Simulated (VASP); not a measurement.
# CoSi2 in VASP: single point with PBEsol

Aim: the single point of CoSi2 with PBEsol.

All numbers are computed with VASP 6.6.1; they aren't measurements. Logs are shortened: lines on timing, memory, paths and dates and some standing lists are left out, and cuts for length are marked.

### Step 1. The cell of the first run

The typed cell holds 6 atoms: a = 3.757 Å, b = 3.758 Å, c = 6.502 Å, α = 73.19°, β = 73.21°, γ = 60.00°.

### Step 2. Single point, PBEsol (atom 6 moved 0.06 Å, then relaxed in part)

Contents of INCAR:

```
SYSTEM = CoSi2
  ALGO = Normal
  EDIFF = 1E-6
  ENCUT = 520
  GGA = PS
  ISIF = 2
  ISMEAR = 0
  LASPH = .TRUE.
  LCHARG = .FALSE.
  LREAL = .FALSE.
  LWAVE = .FALSE.
  NBANDS = 26
  NELM = 60
  PREC = Accurate
  SIGMA = 0.15
```

Contents of KPOINTS:

```
k-points
0
G
  12 12 10
  0 0 0
```

Contents of POSCAR:

```
CoSi2
1.0
   -0.0003042030     -2.6568408777     -2.6567279327
   -2.6575120856      0.0005631152     -2.6575952509
    2.6520465757      2.6539773223     -5.3102881070
Co Si
2 4
Direct
    0.0001595070     -0.0001558007     -0.0000110817
    0.4997043369      0.5001881037      0.4999848598
    0.1250474444      0.1251360373      0.6246629820
    0.6253127378      0.6248730287      0.1246499996
    0.3750139765      0.3748044233      0.8753534462
    0.8747619972      0.8751542077      0.3753597941
```

Potentials or basis: VASP PAW PBE potentials, release 64 (Co, Si).

Run with:

```
$ cat potpaw_PBE.64/Co/POTCAR potpaw_PBE.64/Si/POTCAR > POTCAR
$ mpirun -np 1 vasp_std > vasp.out
```

OUTCAR:

```text
SYSTEM = CoSi2
   EDIFF = 1E-6
   ENCUT = 520
   GGA = PS
   ISIF = 2
   ISMEAR = 0
   LASPH = .TRUE.
   LREAL = .FALSE.
   NELM = 60
   PREC = Accurate

 ion  position               nearest neighbor table
   1  0.000  1.000  1.000-   5 2.30   4 2.30   5 2.30   4 2.30   5 2.30   3 2.30   4 2.30   6 2.30

   2  0.500  0.500  0.500-   6 2.30   3 2.30   3 2.30   6 2.30   3 2.30   4 2.30   5 2.30   6 2.30

   3  0.125  0.125  0.625-   2 2.30   2 2.30   1 2.30   2 2.30   6 2.65   6 2.65   6 2.65   5 2.66
                             5 2.66   5 2.66
   4  0.625  0.625  0.125-   1 2.30   1 2.30   1 2.30   2 2.30   5 2.65   5 2.65   5 2.65   6 2.66
                             6 2.66   6 2.66
   5  0.375  0.375  0.875-   1 2.30   1 2.30   1 2.30   2 2.30   4 2.65   4 2.65   4 2.65   3 2.66
                             3 2.66   3 2.66
   6  0.875  0.875  0.375-   2 2.30   2 2.30   1 2.30   2 2.30   3 2.65   3 2.65   3 2.65   4 2.66
                             4 2.66   4 2.66

  LATTYP: Found a triclinic cell.
 ALAT       =     6.5085966133
 B/A-ratio  =     0.5772766042
 C/A-ratio  =     0.9989013519
 COS(alpha) =     0.0001568432
 COS(beta)  =     0.1669082180
 COS(gamma) =     0.8659687381

  Lattice vectors:

 A1 = (  -2.6578162886,  -2.6562777625,  -5.3143231836)
 A2 = (  -0.0003042030,  -2.6568408777,  -2.6567279327)
 A3 = (  -5.3095586613,  -2.6534142071,   2.6526928561)

Analysis of symmetry for initial positions (statically):
=====================================================================
 Subroutine PRICEL returns:
 Original cell was already a primitive cell.

 Routine SETGRP: Setting up the symmetry group for a
 triclinic supercell.

 Subroutine GETGRP returns: Found  1 space group operations
 (whereof  1 operations were pure point group operations)
 out of a pool of  2 trial point group operations.

The static configuration has the point symmetry C_1 .

Analysis of symmetry for dynamics (positions and initial velocities):
=====================================================================
 Subroutine PRICEL returns:
 Original cell was already a primitive cell.

 Routine SETGRP: Setting up the symmetry group for a
 triclinic supercell.

 Subroutine GETGRP returns: Found  1 space group operations
 (whereof  1 operations were pure point group operations)
 out of a pool of  2 trial point group operations.

[... 108 lines left out ...]
   EDIFF  = 0.1E-05   stopping-criterion for ELM
   LREAL  =      F    real-space projection
   EDIFFG = 0.1E-04   stopping-criterion for IOM
   NSW    =      0    number of steps for IOM
   IBRION =     -1    ionic relax: 0-MD 1-quasi-New 2-CG
   NFREE  =      0    steps in history (QN), initial steepest desc. (CG)
   ISIF   =      2    stress and relaxation
   ISYM   =      2    0-nonsym 1-usesym 2-fastsym
   POTIM  = 0.5000    time-step for ionic-motion
   TEBEG  =    0.0;   TEEND  =   0.0 temperature during run
   PSTRESS=    0.0 pullay stress
   NELECT =      34.0000    total number of electrons
   NUPDOWN=      -1.0000    fix difference up-down
   EMIN   =  10.00;   EMAX   =-10.00  energy-range for DOS
   EFERMI =   0.00;   METHOD = LEGACY
   ISMEAR =     0;   SIGMA  =   0.15  broadening in eV -4-tet -1-fermi 0-gaus
   EFERMI_NEDOS =   21; number of points for ismear=-14 and -15
   IALGO  =     38    algorithm
   IMIX   =      4    mixing-type and parameters
     AMIX     =   0.40;   BMIX     =  1.00
     AMIX_MAG =   1.60;   BMIX_MAG =  1.00
  volume/ion in A,a.u.               =      12.49        84.31
  Fermi-wavevector in a.u.,A,eV,Ry     =   1.257843  2.376979 21.526726  1.582170
  Thomas-Fermi vector in A             =   2.391482
   LORBIT       =      0    0 simple, 1 ext, 2 COOP (PROOUT), +10 PAW based schemes
   GGA     = PS    functional components
   LHFCALC =     F    Hartree Fock is set to
   AEXX    =    0.0000 exact exchange contribution
   IVDW    =     0    specifies the selected vdW correction
   LEPSILON=     F    determine dielectric tensor
   LRPA    =     F    only Hartree local field effects (RPA)
 non-spin polarized calculation
 Gauss-broadening in eV      SIGMA  =   0.15
  energy-cutoff  :      520.00
  volume of cell :       74.96
 maximum number of plane-waves:      2051
   NGX = 13   NGY = 13   NGZ = 25

 number of electron      34.0000014 magnetization

 Free energy of the ion-electron system (eV)
  ---------------------------------------------------
  ext. energy  EPLUGINS =         0.00000000
  ---------------------------------------------------
  free energy    TOTEN  =       -41.97539191 eV

  energy without entropy =      -41.95377242  energy(sigma->0) =      -41.96458216

 E-fermi :  10.3137     XC(G=0): -11.9683

 val. band max:       10.3126533128   @ k =  -0.1667   0.0833   0.3000
 cond. band min:      10.3153489065   @ k =   0.4167  -0.0000   0.2000
 fundamental gap:      0.0026955937
 Fermi energy:        10.3137462838

 k-point     1 :       0.0000    0.0000    0.0000
  band No.  band energies     occupation
      1      -2.9799      2.00000
      2       0.3983      2.00000
      3       0.9777      2.00000
      4       6.1338      2.00000
      5       6.1361      2.00000
      6       6.1432      2.00000
[... 685 lines left out ...]
     25      16.1622      0.00000
     26      16.9683      0.00000

 [... further k-points ...]

------------------------ aborting loop because EDIFF is reached ----------------------------------------

  FORCE on cell =-STRESS in cart. coord.  units (eV):
  Direction    XX          YY          ZZ          XY          YZ          ZX
  --------------------------------------------------------------------------------------
  -------------------------------------------------------------------------------------
  Total        0.0701101      0.0666935      0.0678199     -0.0046338      0.0179211     -0.0175811
  in kB        1.4985357      1.4255090      1.4495853     -0.0990435      0.3830469     -0.3757796
  external PRESSURE =       1.4578767 kB  Pullay stress =       0.0000000 kB

 VOLUME and BASIS-vectors are now :
 -----------------------------------------------------------------------------
  energy-cutoff  :      520.00
  volume of cell :       74.96
      direct lattice vectors                 reciprocal lattice vectors
    -0.000304203 -2.656840878 -2.656727933     0.094054174 -0.282290586 -0.094111045
    -2.657512086  0.000563115 -2.657595251    -0.282280781  0.094016479 -0.093988154
     2.652046576  2.653977322 -5.310288107     0.094215549  0.094177854 -0.094192646

 POSITION                                       TOTAL-FORCE (eV/Angst)
 -----------------------------------------------------------------------------------
     -0.00508      2.65409     -7.96783         0.000908      0.000275     -0.001108
     -0.00342     -0.00040     -5.31194         0.002048     -0.005831     -0.006767
      1.32405      1.32568     -3.98192         0.000464      0.000413      0.001629
     -1.33022     -1.33019     -3.98387        -0.000322      0.000248     -0.000730
      1.32532      1.32703     -6.64077        -0.003225      0.002135      0.000989
     -1.33053     -1.32741     -6.64308         0.000127      0.002761      0.005987
 -----------------------------------------------------------------------------------
    total drift:                                0.000007     -0.000011     -0.000008

  FREE ENERGIE OF THE ION-ELECTRON SYSTEM (eV)
  ---------------------------------------------------
  free  energy   TOTEN  =       -41.9753919052 eV

  energy  without entropy=      -41.9537724235  energy(sigma->0) =      -41.96458216
```

OSZICAR:

```text
N       E                     dE             d eps       ncg     rms          rms(c)
DAV:   1     0.189414516928E+03    0.18941E+03   -0.14074E+04 37680   0.133E+03
DAV:   2    -0.309091477904E+02   -0.22032E+03   -0.20638E+03 37880   0.290E+02
DAV:   3    -0.447972950201E+02   -0.13888E+02   -0.13306E+02 47378   0.846E+01
DAV:   4    -0.452263533395E+02   -0.42906E+00   -0.42648E+00 46680   0.142E+01
DAV:   5    -0.452427522642E+02   -0.16399E-01   -0.16386E-01 53068   0.278E+00    0.218E+01
DAV:   6    -0.523286313739E+02   -0.70859E+01   -0.64906E+01 47066   0.132E+02    0.251E+01
DAV:   7    -0.419254132579E+02    0.10403E+02   -0.29559E+01 46126   0.109E+02    0.602E+00
DAV:   8    -0.421216678722E+02   -0.19625E+00   -0.35998E+00 42492   0.953E+00    0.362E+00
DAV:   9    -0.419793671967E+02    0.14230E+00   -0.34450E-01 47928   0.919E+00    0.955E-01
DAV:  10    -0.419806356347E+02   -0.12684E-02   -0.40015E-02 60024   0.337E+00    0.775E-01
DAV:  11    -0.419769474287E+02    0.36882E-02   -0.29717E-02 55318   0.440E+00    0.498E-01
DAV:  12    -0.419754553148E+02    0.14921E-02   -0.49610E-03 56816   0.164E+00    0.133E-01
DAV:  13    -0.419753898510E+02    0.65464E-04   -0.42859E-04 55700   0.246E-01    0.422E-02
DAV:  14    -0.419754097453E+02   -0.19894E-04   -0.90197E-05 56302   0.106E-01    0.546E-02
DAV:  15    -0.419753912277E+02    0.18518E-04   -0.48331E-05 57318   0.103E-01    0.909E-03
DAV:  16    -0.419753919052E+02   -0.67746E-06   -0.46644E-06 41164   0.123E-02
   1 F= -.41975392E+02 E0= -.41964582E+02  d E =-.216195E-01
```

stdout:

```text
POSCAR found type information on POSCAR CoSi
 POSCAR found :  2 types and       6 ions
 scaLAPACK will be used
 -----------------------------------------------------------------------------
|                                                                             |
|                                                                             |
|     You enforced a specific xc type in the INCAR file but a different       |
|     I HOPE YOU KNOW WHAT YOU ARE DOING!                                     |
|                                                                             |
 -----------------------------------------------------------------------------

 LDA part: xc-table for (Slater+PW92), standard interpolation
 POSCAR, INCAR and KPOINTS ok, starting setup
 FFT: planning ... GRIDC
 FFT: planning ... GRID_SOFT
 FFT: planning ... GRID
 WAVECAR not read
 entering main loop
```

It took 22 min on 1 thread of Intel Xeon Platinum 8488C (Sapphire Rapids), shared host; peak memory 1.1 GiB.

Results:

* Free energy: -41.9754 eV
* Pressure: 0.1 GPa
* Largest force: 0.009 eV/Å
* Band gap on the k mesh: zero (band 17 reaches 13.05 eV, above the bottom of band 18 at 9.50 eV)

Forces in eV/Å, atoms in the order of the input:
```
Co   0.001  0.000 -0.001
Co   0.002 -0.006 -0.007
Si   0.000  0.000  0.002
Si   0.000  0.000 -0.001
Si  -0.003  0.002  0.001
Si   0.000  0.003  0.006
```

Caveat: the cell differs from its parent crystal (atom 6 moved 0.06 Å, then relaxed in part); the PAW data sets were made with another functional, which shifts forces and pressure a little.
